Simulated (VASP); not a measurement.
# H in VASP: notebook, part 2 of 2

VASP 6.6.1. Earlier steps stand in the parts before.

### Step 5. Single point, PBE (strained)

Input file INCAR:

```
SYSTEM = H
ALGO     = Normal         ! electronic algorithm
EDIFF    = 1E-7           ! SCF threshold, eV
ENCUT    = 520            ! plane-wave cutoff, eV
GGA      = PE             ! functional
ISIF     = 2              ! what is computed and relaxed
ISMEAR   = 0              ! smearing method
LASPH    = .True.         ! aspherical terms in the spheres
LCHARG   = .False.        ! write CHGCAR
LREAL    = .False.        ! projectors in reciprocal space
LWAVE    = .False.        ! write WAVECAR
NBANDS   = 6              ! bands
NELM     = 80             ! most SCF steps
PREC     = Accurate       ! precision mode
SIGMA    = 0.05           ! smearing width, eV
```

Input file KPOINTS:

```
k-points
0
Gamma
  14 14 34
  0 0 0
```

Input file POSCAR:

```
H
1.0
    2.6460617266      0.0214090810     -0.0023581785
    0.0214090810      2.6460617266      0.0023581785
   -0.0008726387      0.0008726387      0.9497544670
H
1
Direct
    0.0000000000      0.0000000000      0.5000000000
```

Potentials or basis: VASP PAW PBE potentials, release 64 (H).

Command:

```
$ cat potpaw_PBE.64/H/POTCAR > POTCAR
$ mpirun -np 1 vasp_std > vasp.out
```

OUTCAR:

```text
SYSTEM = H
   EDIFF = 1E-7
   ENCUT = 520
   GGA = PE
   ISIF = 2
   ISMEAR = 0
   LASPH = .True.
   LREAL = .False.
   NELM = 80
   PREC = Accurate

 ion  position               nearest neighbor table
   1  0.000  0.000  0.500-

  LATTYP: Found a base centered monoclinic cell.
 ALAT       =     3.7118223643
 B/A-ratio  =     1.0163130191
 C/A-ratio  =     0.2558730391
 COS(beta)  =    -0.0025700137

  Lattice vectors:

 A1 = (  -0.0214090810,  -2.6460617266,  -0.0023581785)
 A2 = (   2.6460617266,   0.0214090810,  -0.0023581785)
 A3 = (  -0.0008726387,   0.0008726387,   0.9497544670)

Analysis of symmetry for initial positions (statically):
=====================================================================
 Subroutine PRICEL returns:
 Original cell was already a primitive cell.

 Routine SETGRP: Setting up the symmetry group for a
 base centered monoclinic supercell.

 Subroutine GETGRP returns: Found  4 space group operations
 (whereof  4 operations were pure point group operations)
 out of a pool of  4 trial point group operations.

The static configuration has the point symmetry C_2h.
[... 158 lines left out ...]

 E-fermi :  -1.1475     XC(G=0):  -6.8389

 val. band max:       -1.1739847582   @ k =   0.0000  -0.0000   0.2647
 cond. band min:      -1.1194928943   @ k =  -0.0714  -0.0000   0.2647
 fundamental gap:      0.0544918638
 Fermi energy:        -1.1475275106

 k-point     1 :       0.0000    0.0000    0.0000
  band No.  band energies     occupation
      1     -12.7386      2.00000
      2       8.3222      0.00000
      3      14.1740      0.00000
      4      14.2662      0.00000
      5      17.3393      0.00000
      6      34.9318      0.00000
[... 199 lines left out ...]
 k-point    24 :       0.2857    0.1429   -0.0000
  band No.  band energies     occupation
      1     -11.7578      2.00000
      2       3.8247      0.00000
      3      10.0354      0.00000
      4      20.1289      0.00000
      5      20.9018      0.00000
      6      28.4452      0.00000

 [... further k-points ...]

------------------------ aborting loop because EDIFF is reached ----------------------------------------

  FORCE on cell =-STRESS in cart. coord.  units (eV):
  Direction    XX          YY          ZZ          XY          YZ          ZX
  --------------------------------------------------------------------------------------
  -------------------------------------------------------------------------------------
  Total        0.0871815      0.0871815      0.4923709      0.0014303      0.0003878     -0.0003878
  in kB       21.0064504     21.0064504    118.6371936      0.3446231      0.0934368     -0.0934368
  external PRESSURE =      53.5500315 kB  Pullay stress =       0.0000000 kB

 VOLUME and BASIS-vectors are now :
 -----------------------------------------------------------------------------
  energy-cutoff  :      520.00
  volume of cell :        6.65
      direct lattice vectors                 reciprocal lattice vectors
     2.646061727  0.021409081 -0.002358179     0.377945189 -0.003058237  0.000350068
     0.021409081  2.646061727  0.002358179    -0.003058237  0.377945189 -0.000350068
    -0.000872639  0.000872639  0.949754467     0.000946007 -0.000946007  1.052905446

 POSITION                                       TOTAL-FORCE (eV/Angst)
 -----------------------------------------------------------------------------------
     -0.00044      0.00044      0.47488        -0.000000     -0.000000      0.000000
 -----------------------------------------------------------------------------------
    total drift:                               -0.000000      0.000000      0.000000

  FREE ENERGIE OF THE ION-ELECTRON SYSTEM (eV)
  ---------------------------------------------------
  free  energy   TOTEN  =        -3.0008952399 eV

  energy  without entropy=       -3.0008342734  energy(sigma->0) =       -3.00086476
```

It took 32 s on 1 thread of Intel Xeon Platinum 8488C (Sapphire Rapids), shared host; peak memory 0.16 GiB.

Results:

```
Free energy            : -3.0009 eV
Pressure               : 5.4 GPa
Band gap on the k mesh : zero (an odd number of electrons rules out a gap without spin polarisation)
```

Stress tensor (GPa, compression positive):
```
 2.10  0.03 -0.01
 0.03  2.10  0.01
-0.01  0.01 11.86
```

Levels at points of the mesh, in eV from the Fermi level:
```tsv
k point	band 1	band 2	band 3	band 4	band 5
(0.00, 0.00, 0.00)	-11.59	9.47	15.32	15.41	18.49
(0.50, 0.00, 0.00)	-10.19	2.43	16.18	18.33	24.18
(0.50, 0.50, 0.00)	-9.08	6.10	6.37	9.80	38.11
(0.00, 0.00, 0.50)	26.01	33.51	49.13	54.04	56.62
(0.50, 0.00, 0.50)	26.84	35.75	43.97	44.28	56.28
(0.50, 0.50, 0.50)	27.52	37.60	47.56	47.83	48.03
```

Caveat: the cell differs from its parent crystal (strained); the cell stands under pressure.

### Step 6. Overview

```csv
cell,k mesh,gap on the mesh (eV),pressure (GPa)
"a = 2.690, b = 2.690, c = 0.981 Å, 1 atom",14 × 14 × 34,none,1.4
"a = 2.690, b = 2.690, c = 0.981 Å, 1 atom","14 × 14 × 34, shifted",none,1.1
"a = 2.768, b = 2.768, c = 0.995 Å, 1 atom",14 × 14 × 34,none,-0.2
"a = 2.646, b = 2.646, c = 0.950 Å, angles 89.9, 90.1, 89.1°, 1 atom",14 × 14 × 34,none,5.4
```

Alike in all rows: task single point; level PBE; potentials or basis VASP PAW PBE potentials, release 64 (H); no spin polarisation; cutoff (eV) 520; smearing gaussian 0.05 eV.

Caveats: the cell stands under pressure (at least some runs).

Absolute energies hang on the potentials; compare differences alone.
